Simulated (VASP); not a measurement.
# C (Cmme) in VASP: further runs

Runs on C. Level: PBEsol. Tasks: single point.

All numbers are computed with VASP 6.6.1; they aren't measurements. Logs are shortened: lines on timing, memory, paths and dates and some standing lists are left out, and cuts for length are marked.

## Step 1: The cell of the first run

The typed cell holds 4 atoms: a = 2.409 Å, b = 2.409 Å, c = 7.180 Å, α = 90.00°, β = 90.00°, γ = 118.65°.

## Step 2: Single point, PBEsol

Contents of INCAR:

```
ALGO = Normal
EDIFF = 1E-7
ENCUT = 520
GGA = PS
ISIF = 2
ISMEAR = 0
LASPH = T
LCHARG = F
LREAL = F
LWAVE = F
NBANDS = 16
NELM = 80
PREC = Accurate
SIGMA = 0.15
```

Contents of KPOINTS:

```
k-points
0
Gamma
  21 21 6
```

Contents of POSCAR:

```
C
1.0
    1.2289167143     -2.0719684817      0.0000000000
    1.2289167143      2.0719684817      0.0000000000
    0.0000000000      0.0000000000      7.1798952603
C
4
Direct
    0.0833216498      0.9166783502      0.7498439858
    0.5833216498      0.4166783502      0.2501560142
    0.9166783502      0.0833216498      0.2501560142
    0.4166783502      0.5833216498      0.7498439858
```

Potentials or basis: VASP PAW PBE potentials, release 64 (C).

On the command line:

```bash
$ cat potpaw_PBE.64/C/POTCAR > POTCAR
$ mpirun -np 1 vasp_std > vasp.out
```

OUTCAR:

```text
EDIFF = 1E-7
   ENCUT = 520
   GGA = PS
   ISIF = 2
   ISMEAR = 0
   LASPH = T
   LREAL = F
   NELM = 80
   PREC = Accurate

 ion  position               nearest neighbor table
   1  0.083  0.917  0.750-   4 1.38   4 1.41   4 1.41
   2  0.583  0.417  0.250-   3 1.38   3 1.41   3 1.41
   3  0.917  0.083  0.250-   2 1.38   2 1.41   2 1.41
   4  0.417  0.583  0.750-   1 1.38   1 1.41   1 1.41

  LATTYP: Found a base centered orthorhombic cell.
 ALAT       =     2.4578334286
 B/A-ratio  =     1.6860121256
 C/A-ratio  =     2.9212293953

  Lattice vectors:

 A1 = (   1.2289167143,  -2.0719684817,   0.0000000000)
 A2 = (   1.2289167143,   2.0719684817,   0.0000000000)
 A3 = (   0.0000000000,   0.0000000000,   7.1798952603)

Analysis of symmetry for initial positions (statically):
=====================================================================
 Subroutine PRICEL returns:
 Original cell was already a primitive cell.

 Routine SETGRP: Setting up the symmetry group for a
 base centered orthorhombic supercell.

 Subroutine GETGRP returns: Found  8 space group operations
 (whereof  4 operations were pure point group operations)
 out of a pool of  8 trial point group operations.

The static configuration has the point symmetry C_2h.
 The point group associated with its full space group is D_2h.

Analysis of symmetry for dynamics (positions and initial velocities):
=====================================================================
 Subroutine PRICEL returns:
 Original cell was already a primitive cell.

 Routine SETGRP: Setting up the symmetry group for a
 base centered orthorhombic supercell.

 Subroutine GETGRP returns: Found  8 space group operations
 (whereof  4 operations were pure point group operations)
 out of a pool of  8 trial point group operations.

The dynamic configuration has the point symmetry C_2h.
 The point group associated with its full space group is D_2h.

 Subroutine INISYM returns: Found  8 space group operations
 (whereof  4 operations are pure point group operations),
 and found     1 'primitive' translations

[... 90 lines left out ...]
   ISTART =      0    job   : 0-new  1-cont  2-samecut
   ICHARG =      2    charge: 1-file 2-atom 10-const
   ISPIN  =      1    spin polarized calculation?
   LNONCOLLINEAR =      F non collinear calculations
   LSORBIT =      F    spin-orbit coupling
   LASPH  =      T    aspherical Exc in radial PAW
   ENCUT  =  520.0 eV  38.22 Ry    6.18 a.u.   4.48  4.48 13.35*2*pi/ulx,y,z
   NELM   =     80;   NELMIN=  2; NELMDL= -5     # of ELM steps
   EDIFF  = 0.1E-06   stopping-criterion for ELM
   LREAL  =      F    real-space projection
   EDIFFG = 0.1E-05   stopping-criterion for IOM
   NSW    =      0    number of steps for IOM
   IBRION =     -1    ionic relax: 0-MD 1-quasi-New 2-CG
   NFREE  =      0    steps in history (QN), initial steepest desc. (CG)
   ISIF   =      2    stress and relaxation
   ISYM   =      2    0-nonsym 1-usesym 2-fastsym
   POTIM  = 0.5000    time-step for ionic-motion
   TEBEG  =    0.0;   TEEND  =   0.0 temperature during run
   PSTRESS=    0.0 pullay stress
   NELECT =      16.0000    total number of electrons
   NUPDOWN=      -1.0000    fix difference up-down
   EMIN   =  10.00;   EMAX   =-10.00  energy-range for DOS
   EFERMI =   0.00;   METHOD = LEGACY
   ISMEAR =     0;   SIGMA  =   0.15  broadening in eV -4-tet -1-fermi 0-gaus
   EFERMI_NEDOS =   21; number of points for ismear=-14 and -15
   IALGO  =     38    algorithm
   IMIX   =      4    mixing-type and parameters
     AMIX     =   0.40;   BMIX     =  1.00
     AMIX_MAG =   1.60;   BMIX_MAG =  1.00
  volume/ion in A,a.u.               =       9.14        61.69
  Fermi-wavevector in a.u.,A,eV,Ry     =   1.242883  2.348708 21.017712  1.544758
  Thomas-Fermi vector in A             =   2.377218
   LORBIT       =      0    0 simple, 1 ext, 2 COOP (PROOUT), +10 PAW based schemes
   GGA     = PS    functional components
   LHFCALC =     F    Hartree Fock is set to
   AEXX    =    0.0000 exact exchange contribution
   IVDW    =     0    specifies the selected vdW correction
   LEPSILON=     F    determine dielectric tensor
   LRPA    =     F    only Hartree local field effects (RPA)
 non-spin polarized calculation
 Gauss-broadening in eV      SIGMA  =   0.15
  energy-cutoff  :      520.00
  volume of cell :       36.56
 maximum number of plane-waves:      1013
 NGX is ok and might be reduce to    18
   NGX =  9   NGY =  9   NGZ = 27

 number of electron      15.9999999 magnetization

 Free energy of the ion-electron system (eV)
  ---------------------------------------------------
  ext. energy  EPLUGINS =         0.00000000
  ---------------------------------------------------
  free energy    TOTEN  =       -38.47866404 eV

  energy without entropy =      -38.47797099  energy(sigma->0) =      -38.47831752

 E-fermi :   4.2440     XC(G=0): -10.1599

 val. band max:        4.2200672992   @ k =   0.3333   0.3333   0.3333
 cond. band min:       4.2773639078   @ k =   0.3333   0.3333   0.1667
 fundamental gap:      0.0572966086
 Fermi energy:         4.2439628506

 k-point     1 :       0.0000    0.0000    0.0000
  band No.  band energies     occupation
      1     -15.6432      2.00000
      2     -15.4683      2.00000
      3      -4.3251      2.00000
      4      -2.9438      2.00000
      5       1.2939      2.00000
      6       1.3109      2.00000
[... 433 lines left out ...]
      3      -6.1705      2.00000
      4      -6.0934      2.00000
      5      -1.7256      2.00000
      6      -1.7129      2.00000
[... 8 lines left out ...]
     15      18.7493      0.00000
     16      20.7372      0.00000

 [... further k-points ...]
[... 5 lines left out ...]
  --------------------------------------------------------------------------------------
  -------------------------------------------------------------------------------------
  Total        1.4469073      7.0735023      0.0315707      0.0000000      0.0000000      0.0000000
  in kB       63.4012182    309.9498169      1.3833784      0.0000000      0.0000000      0.0000000
  external PRESSURE =     124.9114712 kB  Pullay stress =       0.0000000 kB

 VOLUME and BASIS-vectors are now :
 -----------------------------------------------------------------------------
  energy-cutoff  :      520.00
  volume of cell :       36.56
      direct lattice vectors                 reciprocal lattice vectors
     1.228916714 -2.071968482  0.000000000     0.406862397 -0.241316412  0.000000000
     1.228916714  2.071968482  0.000000000     0.406862397  0.241316412  0.000000000
     0.000000000  0.000000000  7.179895260     0.000000000  0.000000000  0.139277798

 POSITION                                       TOTAL-FORCE (eV/Angst)
 -----------------------------------------------------------------------------------
      1.22892      1.72669      5.38380         0.000000      0.463534      0.000218
      1.22892     -0.34528      1.79609         0.000000      0.463534     -0.000218
      1.22892     -1.72669      1.79609         0.000000     -0.463534     -0.000218
      1.22892      0.34528      5.38380         0.000000     -0.463534      0.000218
 -----------------------------------------------------------------------------------
    total drift:                                0.000000     -0.000000     -0.000000

  FREE ENERGIE OF THE ION-ELECTRON SYSTEM (eV)
  ---------------------------------------------------
  free  energy   TOTEN  =       -38.4786640438 eV

  energy  without entropy=      -38.4779709941  energy(sigma->0) =      -38.47831752
```

OSZICAR:

```text
N       E                     dE             d eps       ncg     rms          rms(c)
DAV:   1     0.345067010738E+02    0.34507E+02   -0.78880E+03 15528   0.917E+02
DAV:   2    -0.384890452648E+02   -0.72996E+02   -0.66680E+02 21704   0.193E+02
DAV:   3    -0.412332054126E+02   -0.27442E+01   -0.27309E+01 20432   0.351E+01
DAV:   4    -0.412563633060E+02   -0.23158E-01   -0.23151E-01 19424   0.386E+00
DAV:   5    -0.412567298863E+02   -0.36658E-03   -0.36656E-03 20136   0.461E-01    0.959E+00
DAV:   6    -0.391452645214E+02    0.21115E+01   -0.14398E+00 18600   0.754E+00    0.556E+00
DAV:   7    -0.384714883746E+02    0.67378E+00   -0.17474E+00 19312   0.842E+00    0.149E+00
DAV:   8    -0.384801618271E+02   -0.86735E-02   -0.82054E-02 18656   0.172E+00    0.326E-01
DAV:   9    -0.384784528076E+02    0.17090E-02   -0.23937E-03 19528   0.336E-01    0.117E-01
DAV:  10    -0.384786648688E+02   -0.21206E-03   -0.88071E-04 17000   0.180E-01    0.833E-02
DAV:  11    -0.384786627112E+02    0.21576E-05   -0.28192E-05 20008   0.352E-02    0.188E-02
DAV:  12    -0.384786639669E+02   -0.12557E-05   -0.15718E-06 17672   0.934E-03    0.483E-03
DAV:  13    -0.384786640784E+02   -0.11150E-06   -0.55009E-07 18432   0.568E-03    0.120E-03
DAV:  14    -0.384786640438E+02    0.34566E-07   -0.35897E-08 14992   0.121E-03
   1 F= -.38478664E+02 E0= -.38478318E+02  d E =-.693050E-03
```

stdout:

```text
POSCAR found type information on POSCAR C
 POSCAR found :  1 types and       4 ions
 scaLAPACK will be used
 -----------------------------------------------------------------------------
|                                                                             |
|                                                                             |
|     You enforced a specific xc type in the INCAR file but a different       |
|     I HOPE YOU KNOW WHAT YOU ARE DOING!                                     |
|                                                                             |
 -----------------------------------------------------------------------------

 LDA part: xc-table for (Slater+PW92), standard interpolation
 POSCAR, INCAR and KPOINTS ok, starting setup
 FFT: planning ... GRIDC
 FFT: planning ... GRID_SOFT
 FFT: planning ... GRID
 WAVECAR not read
 entering main loop
```

Wall time 1.9 min (1 thread of Intel Xeon 6975P-C (Granite Rapids), shared host); peak memory 0.3 GiB.

Results:

```
Free energy            : -38.4787 eV
Pressure               : 12.5 GPa
Largest force          : 0.464 eV/Å
Band gap on the k mesh : 0.06 eV
```

Forces on the atoms (eV/Å):
```
C    0.000  0.464  0.000
C    0.000  0.464  0.000
C    0.000 -0.464  0.000
C    0.000 -0.464  0.000
```

Levels at points of the mesh, in eV from the valence-band top:
```
           k point  band 5  band 6  band 7  band 8  band 9  band 10  band 11  band 12
(0.00, 0.00, 0.00)   -2.93   -2.91   -2.81   -2.81    3.51     8.39     8.45     8.80
(0.00, 0.00, 0.50)   -2.92   -2.92   -2.81   -2.81    5.66     5.67     8.42     8.42
```

Caveat: the PAW data sets were made with another functional, which shifts forces and pressure a little; this functional lacks dispersion, which binds the layers, so the pressure and a relaxed spacing across them are unreliable.

## Step 3: Single point, PBEsol

Contents of INCAR:

```
SYSTEM = C
PREC     = Accurate       ! precision mode
ENCUT    = 520            ! plane-wave cutoff, eV
EDIFF    = 1E-7           ! SCF threshold, eV
ISMEAR   = 0              ! smearing method
SIGMA    = 0.15           ! smearing width, eV
LREAL    = .FALSE.        ! projectors in reciprocal space
LASPH    = .TRUE.         ! aspherical terms in the spheres
NELM     = 60             ! most SCF steps
ALGO     = Normal         ! electronic algorithm
ISIF     = 2              ! what is computed and relaxed
LWAVE    = .FALSE.        ! write WAVECAR
LCHARG   = .TRUE.         ! write CHGCAR
GGA      = PS             ! functional
LELF     = .TRUE.         ! ELF
LVHAR    = .TRUE.       
NBANDS   = 16             ! bands
```

Contents of KPOINTS:

```
regular mesh
0
G
  21 21 6
  0 0 0
```

Contents of POSCAR:

```
C
1.0
    1.2735028131     -2.0353749065      0.0000000000
    1.2735028131      2.0353749065      0.0000000000
    0.0000000000      0.0000000000      7.0530892592
C
4
Direct
    0.0833216498      0.9166783502      0.7498439858
    0.5833216498      0.4166783502      0.2501560142
    0.9166783502      0.0833216498      0.2501560142
    0.4166783502      0.5833216498      0.7498439858
```

Potentials or basis: VASP PAW PBE potentials, release 64 (C).

On the command line:

```bash
$ cat potpaw_PBE.64/C/POTCAR > POTCAR
$ mpirun -np 1 vasp_std > vasp.out
```

Wall time 2 min (1 thread of Intel Xeon 6975P-C (Granite Rapids), shared host); peak memory 0.29 GiB.

The run converged. Its results:

```
Free energy            : -38.2381 eV
Pressure               : 6.5 GPa
Largest force          : 1.341 eV/Å
Band gap on the k mesh : 0.04 eV
```

Forces on the atoms (eV/Å):
```
C    0.000  1.341  0.000
C    0.000  1.341  0.000
C    0.000 -1.341  0.000
C    0.000 -1.341  0.000
```

Stress tensor (GPa, compression positive):
```
-26.51   0.00   0.00
  0.00  45.64   0.00
  0.00   0.00   0.32
```

Levels at points of the mesh, in eV from the valence-band top:
```
           k point  band 4  band 5  band 6  band 7  band 8  band 9  band 10  band 11  band 12  band 13
(0.00, 0.00, 0.00)   -7.04   -3.10   -3.08   -2.93   -2.93    3.58     7.49     7.56     8.67     8.74
(0.00, 0.00, 0.50)   -7.87   -3.09   -3.09   -2.93   -2.93    5.85     5.86     7.52     7.52     8.71
```

Caveat: the PAW data sets were made with another functional, which shifts forces and pressure a little; this functional lacks dispersion, which binds the layers, so the pressure and a relaxed spacing across them are unreliable.

## Step 4: Single point, PBEsol

This run uses another cell than the first one, of 10.17 Å³/atom, 1.113 times its volume.

Contents of INCAR:

```
SYSTEM = C
ALGO = Normal
EDIFF = 1E-7
ENCUT = 520
GGA = PS
ISIF = 2
ISMEAR = 0
LASPH = .TRUE.
LCHARG = .TRUE.
LELF = .TRUE.
LREAL = .FALSE.
LVHAR = .TRUE.
LWAVE = .FALSE.
NBANDS = 16
NELM = 100
PREC = Accurate
SIGMA = 0.15
```

Contents of KPOINTS:

```
k-points
0
G
  21 21 6
  0 0 0
```

Contents of POSCAR:

```
C
1.0
    1.2963177714     -2.1280097110      0.0000000000
    1.2963177714      2.1280097110      0.0000000000
    0.0000000000      0.0000000000      7.3740923053
C
4
Direct
    0.0833216498      0.9166783502      0.7498439858
    0.5833216498      0.4166783502      0.2501560142
    0.9166783502      0.0833216498      0.2501560142
    0.4166783502      0.5833216498      0.7498439858
```

On the command line:

```bash
$ cat potpaw_PBE.64/C/POTCAR > POTCAR
$ mpirun -np 1 vasp_std > vasp.out
```

Run time: 4 min. Hardware: 1 thread of Intel Xeon 6975P-C, shared host; peak memory 0.32 GiB.

Results (log left out):

```
Free energy            : -38.2787 eV
Pressure               : -16.7 GPa
Largest force          : 0.407 eV/Å
Band gap on the k mesh : 0.13 eV
```

Forces on the atoms (eV/Å):
```
C    0.000  0.407  0.000
C    0.000  0.407  0.000
C    0.000 -0.407  0.000
C    0.000 -0.407  0.000
```

Stress tensor (GPa, compression positive):
```
-44.38   0.00   0.00
  0.00  -5.76   0.00
  0.00   0.00  -0.03
```

Levels at points of the mesh, in eV from the valence-band top:
| k point | band 6 | band 7 | band 8 | band 9 | band 10 | band 11 |
| --- | --- | --- | --- | --- | --- | --- |
| (0.00, 0.00, 0.00) | -2.89 | -2.78 | -2.78 | 3.89 | 7.44 | 7.49 |
| (0.00, 0.00, 0.50) | -2.90 | -2.78 | -2.78 | 5.88 | 5.89 | 7.46 |

Caveat: the PAW data sets were made with another functional, which shifts forces and pressure a little; this functional lacks dispersion, which binds the layers, so the pressure and a relaxed spacing across them are unreliable. A k mesh can miss the band edges.

## Step 5: Single point, PBEsol

This run uses another cell than the first one, of 10.17 Å³/atom, 1.113 times its volume.

Contents of INCAR:

```
SYSTEM = C
  PREC = Accurate
  ENCUT = 520
  EDIFF = 1E-7
  ISMEAR = 0
  SIGMA = 0.15
  LREAL = .FALSE.
  LASPH = .TRUE.
  NELM = 100
  ALGO = Normal
  ISIF = 2
  LWAVE = .FALSE.
  LCHARG = .FALSE.
  GGA = PS
  NBANDS = 16
```

Contents of KPOINTS:

```
regular mesh
0
G
  21 21 6
  0 0 0
```

Contents of POSCAR:

```
C
1.0
    1.2071915075     -2.2051658446      0.0000000000
    1.2071915075      2.2051658446      0.0000000000
    0.0000000000      0.0000000000      7.6414578386
C
4
Direct
    0.0833216498      0.9166783502      0.7498439858
    0.5833216498      0.4166783502      0.2501560142
    0.9166783502      0.0833216498      0.2501560142
    0.4166783502      0.5833216498      0.7498439858
```

On the command line:

```bash
$ cat potpaw_PBE.64/C/POTCAR > POTCAR
$ mpirun -np 1 vasp_std > vasp.out
```

Run time: 4.2 min. Hardware: 1 thread of Intel Xeon 6975P-C, shared host; peak memory 0.33 GiB.

It converged, with:

```
Free energy            : -38.4250 eV
Pressure               : -4.8 GPa
Largest force          : 0.473 eV/Å
Band gap on the k mesh : 0.28 eV
```

Forces in eV/Å, atoms in the order of the input:
```
C    0.000 -0.473  0.000
C    0.000 -0.473  0.000
C    0.000  0.473  0.000
C    0.000  0.473  0.000
```

Stress tensor (GPa, compression positive):
```
 13.27   0.00   0.00
  0.00 -27.61   0.00
  0.00   0.00  -0.15
```

Levels at points of the mesh, in eV from the valence-band top:
```
           k point  band 6  band 7  band 8  band 9  band 10  band 11
(0.00, 0.00, 0.00)   -3.13   -2.84   -2.83    3.40     7.34     7.37
(0.00, 0.00, 0.50)   -3.14   -2.83   -2.83    5.18     5.18     7.36
```

Caveat: the PAW data sets were made with another functional, which shifts forces and pressure a little; this functional lacks dispersion, which binds the layers, so the pressure and a relaxed spacing across them are unreliable. A k mesh can miss the band edges.

[end of part 1 of 2]
